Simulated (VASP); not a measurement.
# Nb (Fm-3m) in VASP: a series of runs, part 2 of 3

VASP 6.6.1. Earlier steps stand in the parts before.

## (3) Single point, BLYP (volume scaled by 1.08)

INCAR

```
SYSTEM = Nb
  PREC = Accurate
  ENCUT = 520
  EDIFF = 1E-6
  ISMEAR = -1
  SIGMA = 0.1
  LREAL = .False.
  LASPH = .True.
  NELM = 60
  ALGO = Normal
  ISIF = 2
  LWAVE = .False.
  LCHARG = .False.
  GGA = B5
  ALDAX = 1.0
  AGGAX = 1.0
  AGGAC = 1.0
  ALDAC = 0.0
  NBANDS = 12
```

KPOINTS

```
regular mesh
0
Gamma
  14 14 14
  0 0 0
```

POSCAR

```
Nb
1.0
    0.0000000000      2.1919272875      2.1919272875
    2.1919272875      0.0000000000      2.1919272875
    2.1919272875      2.1919272875      0.0000000000
Nb
1
Direct
    0.0000000000      0.0000000000      0.0000000000
```

Potentials or basis: VASP PAW PBE potentials, release 64 (Nb_sv).

Started as:

```bash
cat potpaw_PBE.64/Nb_sv/POTCAR > POTCAR
mpirun -np 1 vasp_std > vasp.out
```

OUTCAR:

```text
SYSTEM = Nb
   PREC = Accurate
   ENCUT = 520
   EDIFF = 1E-6
   ISMEAR = -1
   LREAL = .False.
   LASPH = .True.
   NELM = 60
   ISIF = 2
   GGA = B5

 ion  position               nearest neighbor table
   1  0.000  0.000  0.000-

  LATTYP: Found a face centered cubic cell.
 ALAT       =     4.3838545750

  Lattice vectors:

 A1 = (   0.0000000000,   2.1919272875,   2.1919272875)
 A2 = (   2.1919272875,   0.0000000000,   2.1919272875)
 A3 = (   2.1919272875,   2.1919272875,   0.0000000000)

Analysis of symmetry for initial positions (statically):
=====================================================================
 Subroutine PRICEL returns:
 Original cell was already a primitive cell.

 Routine SETGRP: Setting up the symmetry group for a
 face centered cubic supercell.

 Subroutine GETGRP returns: Found 48 space group operations
 (whereof 48 operations were pure point group operations)
 out of a pool of 48 trial point group operations.

The static configuration has the point symmetry O_h .

Analysis of symmetry for dynamics (positions and initial velocities):
=====================================================================
 Subroutine PRICEL returns:
 Original cell was already a primitive cell.

 Routine SETGRP: Setting up the symmetry group for a
 face centered cubic supercell.

 Subroutine GETGRP returns: Found 48 space group operations
 (whereof 48 operations were pure point group operations)
 out of a pool of 48 trial point group operations.

The dynamic configuration has the point symmetry O_h .

 Subroutine INISYM returns: Found 48 space group operations
 (whereof 48 operations are pure point group operations),
 and found     1 'primitive' translations

----------------------------------------------------------------------------------------

                                     Primitive cell

  volume of cell :      21.0624

  direct lattice vectors                    reciprocal lattice vectors
     0.000000000  2.191927287  2.191927287    -0.228109757  0.228109757  0.228109757
     2.191927287  0.000000000  2.191927287     0.228109757 -0.228109757  0.228109757
     2.191927287  2.191927287  0.000000000     0.228109757  0.228109757 -0.228109757

  length of vectors
     3.099853298  3.099853298  3.099853298     0.395097688  0.395097688  0.395097688

  position of ions in fractional coordinates (direct lattice)
     0.000000000  0.000000000  0.000000000

  ion indices of the primitive-cell ions
   primitive index   ion index
                 1           1

----------------------------------------------------------------------------------------

 KPOINTS: regular mesh

Automatic generation of k-mesh.
 Grid dimensions read from file:
 generate k-points for:   14   14   14

 Generating k-lattice:

  Cartesian coordinates                     Fractional coordinates (reciprocal lattice)
    -0.016293554  0.016293554  0.016293554     0.071428571  0.000000000  0.000000000
     0.016293554 -0.016293554  0.016293554     0.000000000  0.071428571  0.000000000
     0.016293554  0.016293554 -0.016293554     0.000000000  0.000000000  0.071428571

  Length of vectors
     0.028221263  0.028221263  0.028221263

  Shift w.r.t. Gamma in fractional coordinates (k-lattice)
     0.000000000  0.000000000  0.000000000

 Subroutine IBZKPT returns following result:
 ===========================================

 Found    104 irreducible k-points:

 Following reciprocal coordinates:
            Coordinates               Weight
  0.000000  0.000000  0.000000      1.000000
  0.071429  0.000000  0.000000      8.000000
  0.142857  0.000000  0.000000      8.000000
  0.214286  0.000000  0.000000      8.000000
  0.285714  0.000000  0.000000      8.000000
  0.357143  0.000000  0.000000      8.000000
[... 16 lines left out ...]
  0.214286  0.142857  0.000000     24.000000
  0.285714  0.142857  0.000000     24.000000
 [... further k-points ...]
   k-points           NKPTS =    104   k-points in BZ     NKDIM =    104   number of bands    NBANDS=     12
   number of dos      NEDOS =    301   number of ions     NIONS =      1
   total plane-waves  NPLWV =  13824
   dimension x,y,z NGX =    24 NGY =   24 NGZ =   24
   dimension x,y,z NGXF=    48 NGYF=   48 NGZF=   48
   ions per type =               1
   NGX,Y,Z   is equivalent  to a cutoff of  12.87, 12.87, 12.87 a.u.
   NGXF,Y,Z  is equivalent  to a cutoff of  25.74, 25.74, 25.74 a.u.
 SYSTEM =  Nb
   PREC   = accura    normal or accurate (medium, high low for compatibility)
   ISTART =      0    job   : 0-new  1-cont  2-samecut
   ICHARG =      2    charge: 1-file 2-atom 10-const
   ISPIN  =      1    spin polarized calculation?
   LNONCOLLINEAR =      F non collinear calculations
   LSORBIT =      F    spin-orbit coupling
   LASPH  =      T    aspherical Exc in radial PAW
   ENCUT  =  520.0 eV  38.22 Ry    6.18 a.u.   5.76  5.76  5.76*2*pi/ulx,y,z
   NELM   =     60;   NELMIN=  2; NELMDL= -5     # of ELM steps
   EDIFF  = 0.1E-05   stopping-criterion for ELM
   LREAL  =      F    real-space projection
   EDIFFG = 0.1E-04   stopping-criterion for IOM
   NSW    =      0    number of steps for IOM
   IBRION =     -1    ionic relax: 0-MD 1-quasi-New 2-CG
   NFREE  =      0    steps in history (QN), initial steepest desc. (CG)
   ISIF   =      2    stress and relaxation
   ISYM   =      2    0-nonsym 1-usesym 2-fastsym
   POTIM  = 0.5000    time-step for ionic-motion
   TEBEG  =    0.0;   TEEND  =   0.0 temperature during run
   PSTRESS=    0.0 pullay stress
   NELECT =      13.0000    total number of electrons
   NUPDOWN=      -1.0000    fix difference up-down
   EMIN   =  10.00;   EMAX   =-10.00  energy-range for DOS
   EFERMI =   0.00;   METHOD = LEGACY
   ISMEAR =    -1;   SIGMA  =   0.10  broadening in eV -4-tet -1-fermi 0-gaus
   EFERMI_NEDOS =   21; number of points for ismear=-14 and -15
   IALGO  =     38    algorithm
   IMIX   =      4    mixing-type and parameters
     AMIX     =   0.40;   BMIX     =  1.00
     AMIX_MAG =   1.60;   BMIX_MAG =  1.00
  volume/ion in A,a.u.               =      21.06       142.14
  Fermi-wavevector in a.u.,A,eV,Ry     =   1.393862  2.634017 26.434100  1.942852
  Thomas-Fermi vector in A             =   2.517467
   LORBIT       =      0    0 simple, 1 ext, 2 COOP (PROOUT), +10 PAW based schemes
   GGA     = B5    functional components
   LHFCALC =     F    Hartree Fock is set to
   AEXX    =    0.0000 exact exchange contribution
   IVDW    =     0    specifies the selected vdW correction
   LEPSILON=     F    determine dielectric tensor
   LRPA    =     F    only Hartree local field effects (RPA)
 non-spin polarized calculation
  energy-cutoff  :      520.00
  volume of cell :       21.06
 maximum number of plane-waves:       588
   NGX = 11   NGY = 11   NGZ = 11

 number of electron      13.0000001 magnetization

 Free energy of the ion-electron system (eV)
  ---------------------------------------------------
  ext. energy  EPLUGINS =         0.00000000
  ---------------------------------------------------
  free energy    TOTEN  =        -8.52159291 eV

  energy without entropy =       -8.46382905  energy(sigma->0) =       -8.49271098

 E-fermi :   9.9744     XC(G=0): -11.1187

 val. band max:        9.9717013716   @ k =   0.3571   0.2143   0.0000
 cond. band min:       9.9801000829   @ k =  -0.4286   0.2857   0.0000
 fundamental gap:      0.0083987113
 Fermi energy:         9.9744027556

 k-point     1 :       0.0000    0.0000    0.0000
  band No.  band energies     occupation
      1     -44.8377      2.00000
      2     -20.5198      2.00000
      3     -20.5198      2.00000
      4     -20.5198      2.00000
      5       4.2239      2.00000
      6      10.0567      0.61038
      7      10.0567      0.61038
      8      10.0567      0.61038
      9      12.2379      0.00000
     10      12.2379      0.00000
     11      21.7395      0.00000
     12      26.0720      0.00000

 k-point     2 :       0.0714    0.0000    0.0000
  band No.  band energies     occupation
      1     -44.8318      2.00000
      2     -20.5622      2.00000
      3     -20.5252      2.00000
      4     -20.5252      2.00000
      5       4.3910      2.00000
      6       9.9380      1.18008
      7      10.1313      0.34458
      8      10.1313      0.34458
      9      12.1796      0.00000
     10      12.1796      0.00000
     11      22.0595      0.00000
     12      25.3363      0.00000
[... 316 lines left out ...]
 k-point    24 :       0.2857    0.1429    0.0000
  band No.  band energies     occupation
      1     -44.7664      2.00000
      2     -20.9318      2.00000
      3     -20.6313      2.00000
      4     -20.6229      2.00000
      5       6.2379      2.00000
      6       8.8148      1.99998
      7      10.2586      0.11015
      8      10.8993      0.00019
      9      11.9140      0.00000
     10      12.9562      0.00000
     11      22.9846      0.00000
     12      24.8121      0.00000

 [... further k-points ...]
[... 5 lines left out ...]
  --------------------------------------------------------------------------------------
  -------------------------------------------------------------------------------------
  Total       -1.3366261     -1.3366261     -1.3366261     -0.0000000     -0.0000000      0.0000000
  in kB     -101.6745125   -101.6745125   -101.6745125     -0.0000000     -0.0000000      0.0000000
  external PRESSURE =    -101.6745125 kB  Pullay stress =       0.0000000 kB

 VOLUME and BASIS-vectors are now :
 -----------------------------------------------------------------------------
  energy-cutoff  :      520.00
  volume of cell :       21.06
      direct lattice vectors                 reciprocal lattice vectors
     0.000000000  2.191927287  2.191927287    -0.228109757  0.228109757  0.228109757
     2.191927287  0.000000000  2.191927287     0.228109757 -0.228109757  0.228109757
     2.191927287  2.191927287  0.000000000     0.228109757  0.228109757 -0.228109757

 POSITION                                       TOTAL-FORCE (eV/Angst)
 -----------------------------------------------------------------------------------
      0.00000      0.00000      0.00000        -0.000000      0.000000     -0.000000
 -----------------------------------------------------------------------------------
    total drift:                                0.000000     -0.000000     -0.000000

  FREE ENERGIE OF THE ION-ELECTRON SYSTEM (eV)
  ---------------------------------------------------
  free  energy   TOTEN  =        -8.5215929093 eV

  energy  without entropy=       -8.4638290514  energy(sigma->0) =       -8.49271098
```

stdout:

```text
POSCAR found type information on POSCAR Nb
 POSCAR found :  1 types and       1 ions
 scaLAPACK will be used
 -----------------------------------------------------------------------------
|                                                                             |
|                                                                             |
|     You enforced a specific xc type in the INCAR file but a different       |
|     I HOPE YOU KNOW WHAT YOU ARE DOING!                                     |
|                                                                             |
 -----------------------------------------------------------------------------

 LDA part: xc-table for (Slater(with rela. corr.)+VWN5), standard interpolation
 POSCAR, INCAR and KPOINTS ok, starting setup
 FFT: planning ... GRIDC
 FFT: planning ... GRID_SOFT
 FFT: planning ... GRID
 WAVECAR not read
 entering main loop
```

It took 52 s on 1 thread of AMD EPYC, shared host; peak memory 0.12 GiB.

Results:

```
Free energy : -8.5216 eV
Pressure    : -10.2 GPa
```

Levels at points of the mesh, in eV from the Fermi level:
```
           k point  band 3  band 4  band 5  band 6  band 7  band 8  band 9  band 10
(0.00, 0.00, 0.00)  -30.49  -30.49   -5.75    0.08    0.08    0.08    2.26     2.26
(0.50, 0.00, 0.00)  -30.60  -30.60   -3.39   -0.05   -0.05    1.23    3.90     3.90
(0.50, 0.50, 0.00)  -30.79  -30.79   -3.41   -2.83    3.15    3.88    4.36     4.36
```

Caveat: the PAW data sets were made with another functional, which shifts forces and pressure a little.

## (4) Single point, BLYP (volume scaled by 1.12)

INCAR

```
SYSTEM = Nb
PREC = Accurate
ENCUT = 520
EDIFF = 1E-6
ISMEAR = -1
SIGMA = 0.1
LREAL = .False.
LASPH = .True.
NELM = 100
ALGO = Normal
ISIF = 2
LWAVE = .False.
LCHARG = .False.
GGA = B5
ALDAX = 1.0
AGGAX = 1.0
AGGAC = 1.0
ALDAC = 0.0
NBANDS = 12
```

KPOINTS

```
Automatic mesh
0
Gamma
  14 14 14
  0 0 0
```

POSCAR

```
Nb
1.0
    0.0000000000      2.2186607428      2.2186607428
    2.2186607428      0.0000000000      2.2186607428
    2.2186607428      2.2186607428      0.0000000000
Nb
1
Direct
    0.0000000000      0.0000000000      0.0000000000
```

Started as:

```bash
cat potpaw_PBE.64/Nb_sv/POTCAR > POTCAR
mpirun -np 1 vasp_std > vasp.out
```

It took 59 s on 1 thread of AMD EPYC, shared host; peak memory 0.12 GiB.

Results (log left out):

| Quantity | Value |
| --- | --- |
| Free energy | -8.4633 eV |
| Pressure | -13.8 GPa |

Levels at points of the mesh, in eV from the Fermi level:
| k point | band 4 | band 5 | band 6 | band 7 | band 8 | band 9 |
| --- | --- | --- | --- | --- | --- | --- |
| (0.00, 0.00, 0.00) | -30.59 | -5.65 | 0.09 | 0.09 | 0.09 | 2.16 |
| (0.50, 0.00, 0.00) | -30.69 | -3.27 | -0.03 | -0.03 | 1.15 | 3.71 |
| (0.50, 0.50, 0.00) | -30.85 | -3.25 | -2.68 | 2.99 | 3.69 | 4.14 |

Caveat: the PAW data sets were made with another functional, which shifts forces and pressure a little.

(Continued in part 3 of 3.)
